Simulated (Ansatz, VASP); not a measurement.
**One calculation of Ti2TeAs2, two programs**

INCAR

```
SYSTEM = Ti2TeAs2
  PREC = Accurate
  ENCUT = 520
  EDIFF = 1E-7
  ISMEAR = 0
  SIGMA = 0.1
  LREAL = .FALSE.
  LASPH = .TRUE.
  NELM = 60
  ALGO = Normal
  ISIF = 2
  LWAVE = .FALSE.
  LCHARG = .FALSE.
  GGA = PE
  NBANDS = 28
```

The input KPOINTS:

```
regular mesh
0
G
  6 6 6
  0 0 0
```

POSCAR

```
Ti2TeAs2
1.0
   -2.2080158500      2.2080158500      5.7341587300
    2.2080158500     -2.2080158500      5.7341587300
    2.2080158500      2.2080158500     -5.7341587300
Ti Te As
2 1 2
Direct
    0.7500000000      0.2500000000      0.5000000000
    0.2500000000      0.7500000000      0.5000000000
    0.0000000000      0.0000000000      0.0000000000
    0.6166755600      0.6166755600      0.0000000000
    0.3833244400      0.3833244400      0.0000000000
```

Input for Ansatz:

```yaml
crystal:
  lattice:
    - [-2.20801585, 2.20801585, 5.73415873]
    - [2.20801585, -2.20801585, 5.73415873]
    - [2.20801585, 2.20801585, -5.73415873]
  atoms:
    - { symbol: Ti, position: [0.75, 0.25, 0.5] }
    - { symbol: Ti, position: [0.25, 0.75, 0.5] }
    - { symbol: Te, position: [0.0, 0.0, 0.0] }
    - { symbol: As, position: [0.61667556, 0.61667556, 0.0] }
    - { symbol: As, position: [0.38332444, 0.38332444, 0.0] }
basis:
  ecutwfc: 420
kpoints:
  mp_grid: { grid: [6, 6, 6] }
hamiltonian:
  xc: pbe
scf:
  occupations: { method: gaussian, width: 0.1 }
  lower_state_search: "off"
output:
  forces: true
  stress: true
  eigenvalues: true
```

Change from the starting cell: species swapped into the CeMn2Ge2 type (I4/mmm, No. 139).

Alike in both runs: task single point; functional PBE; k mesh 6 × 6 × 6; occupations gaussian, width 0.1 eV; no spin polarisation.

|  | VASP | Ansatz |
| --- | --- | --- |
| version | VASP 6.6.1 | Ansatz 0.2.0 |
| potentials or method | VASP PAW PBE potentials, release 64 (Ti_sv, Te, As), cutoff 520 eV | scalar-relativistic, plane waves, PAW |
| valence electrons in the cell | 40 | 70 |

Ansatz gave:

```
gap on the k mesh at the Fermi level (eV)                     : none
pressure (GPa)                                                : -5.9
traceless stress, the component that is largest in VASP (GPa) : -7.91
rms of the force components (eV/Å)                            : 0.510
```

What did VASP give for the same quantities?

gap on the k mesh at the Fermi level (eV): none; pressure (GPa): -5.8; traceless stress, the component that is largest in VASP (GPa): -7.88; rms of the force components (eV/Å): 0.505.

Atom by atom the forces differ by 0.005 eV/Å (rms over components). A gap of «none» marks a metal or a gap that the smearing closes. The functional is the same, so the differences come from potentials, cutoffs and numerics. VASP's potentials hold 40 valence electrons a cell and Ansatz's 70, so a difference there can come from the potentials and not from the codes.

Spin-orbit coupling is off throughout.
